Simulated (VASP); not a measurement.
Wanted: the native input for a VASP 6.6.1 run.

```
Task                   : single point
Functional             : PBE
Potentials or basis    : VASP PAW PBE potentials, release 64 (Nb_sv)
Cutoff                 : 500 eV
k mesh                 : 11 × 11 × 11
Occupations            : methfessel-paxton, width 0.1 eV
Spin                   : no spin polarisation
Dipole correction      : no
Further INCAR settings : ALGO = Normal; EDIFF = 1e-06; NBANDS = 12
```

The structure of Nb lies in POSCAR:

```
Nb
1.0
   -1.6414614324      1.6414614324      1.6414614324
    1.6414614324     -1.6414614324      1.6414614324
    1.6414614324      1.6414614324     -1.6414614324
Nb
1
Direct
    0.0000000000      0.0000000000      0.0000000000
```

One way to write it, as run:

INCAR

```
SYSTEM = Nb
ALGO     = Normal         ! electronic algorithm
EDIFF    = 1E-6           ! SCF threshold, eV
ENCUT    = 500            ! plane-wave cutoff, eV
GGA      = PE             ! functional
GGA_COMPAT= .False.      
ISIF     = 2              ! what is computed and relaxed
ISMEAR   = 1              ! smearing method
LASPH    = .True.         ! aspherical terms in the spheres
LCHARG   = .False.        ! write CHGCAR
LREAL    = .False.        ! projectors in reciprocal space
LWAVE    = .False.        ! write WAVECAR
NBANDS   = 12             ! bands
NELM     = 120            ! most SCF steps
PREC     = Accurate       ! precision mode
SIGMA    = 0.1            ! smearing width, eV
```

KPOINTS

```
k-points
0
Gamma
  11 11 11
  0 0 0
```

Potentials or basis: VASP PAW PBE potentials, release 64 (Nb_sv).

Command:

```bash
$ cat potpaw_PBE.64/Nb_sv/POTCAR > POTCAR
$ mpirun -np 1 vasp_std > vasp.out
```

It gave:

* Pressure: 4.9 GPa

Wall time 17 s on 1 thread of Intel Xeon 8259CL, on a shared host, peak memory 0.14 GiB.
